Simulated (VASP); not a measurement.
Write the native input for VASP 6.6.1 that does the following.

| Quantity | Value |
| --- | --- |
| Task | relaxation of cell and atoms |
| Functional | r2SCAN |
| Potentials or basis | VASP PAW PBE potentials, release 64 (Sb) |
| Cutoff | 600 eV |
| k mesh | 7 × 7 × 4 |
| Occupations | gaussian, width 0.1 eV |
| Spin | no spin polarisation |
| Target pressure | 20 GPa |
| Dipole correction | no |
| Further INCAR settings | ALGO = Normal; EDIFF = 1e-06; IBRION = 2; EDIFFG = -0.02; NSW = 80; ISIF = 3 |

Crystal: Sb.

```xyz
2
Lattice="3.5000 0.0000 0.0000 -1.7500 3.0311 0.0000 0.0000 0.0000 5.7155" Properties=species:S:1:pos:R:3 pbc="T T T"
Sb    0.0000    2.0207    1.4289
Sb    1.7500    1.0104    4.2866
```

The input as run:

POSCAR

```
Sb
1.0
    3.5000000000      0.0000000000      0.0000000000
   -1.7500000000      3.0310889132      0.0000000000
    0.0000000000      0.0000000000      5.7155000000
Sb
2
Direct
    0.3333333333      0.6666666667      0.2500000000
    0.6666666667      0.3333333333      0.7500000000
```

INCAR.step1

```
SYSTEM = Sb
PREC = Accurate ; ENCUT = 600
ISMEAR = 0 ; SIGMA = 0.1
LREAL = .FALSE. ; LASPH = .TRUE.
NELM = 100 ; GGA = PE
ALGO = Normal ; EDIFF = 1E-4
LWAVE = .TRUE. ; LCHARG = .FALSE.
```

INCAR.step2

```
SYSTEM = Sb
PREC = Accurate ; ENCUT = 600
EDIFF = 1E-6 ; ISMEAR = 0
SIGMA = 0.1 ; LREAL = .FALSE.
LASPH = .TRUE. ; NELM = 100
ALGO = Normal ; ISIF = 3
LWAVE = .FALSE. ; LCHARG = .FALSE.
METAGGA = R2SCAN ; LMIXTAU = .TRUE.
IBRION = 2 ; NSW = 80
EDIFFG = -0.02 ; PSTRESS = 200.0
ISTART = 1
```

KPOINTS

```
regular mesh
0
G
  7 7 4
  0 0 0
```

Potentials or basis: VASP PAW PBE potentials, release 64 (Sb).

Run with:

```sh
$ cat potpaw_PBE.64/Sb/POTCAR > POTCAR
$ cp INCAR.step1 INCAR
$ mpirun -np 1 vasp_std > vasp.out
$ cp INCAR.step2 INCAR
$ mpirun -np 1 vasp_std > vasp.out
```

It gave:

```
Relaxed volume                                         : 22.06 Å³/atom
Relaxed cell                                           : a = 3.233 Å, b = 3.233 Å, c = 4.876 Å, α = 90.00°, β = 90.00°, γ = 120.00°
Space group after relaxing (to 0.05 Å)                 : P6_3/mmc (No. 194)
Energy change on relaxing (the enthalpy is what falls) : +178.0 meV/atom
Ionic steps                                            : 16
Pressure after relaxing                                : 20.0 GPa
Band gap on the k mesh                                 : zero (band 5 reaches 16.33 eV, above the bottom of band 6 at 7.73 eV)
```

Caveat: the cell is relaxed towards a set pressure, so the enthalpy falls and the energy may rise; the volume moved by over 15 % at a fixed basis, so the end points are rough; the PAW data sets were made with another functional, which shifts forces and pressure a little; spin-orbit coupling is left out, which moves the levels of the heavy elements.

Wall time 7.7 min on 1 thread of Intel(R) Xeon(R) Platinum 8124M CPU @ 3.00GHz (Skylake/Cascade Lake), on a shared host, peak memory 0.21 GiB.
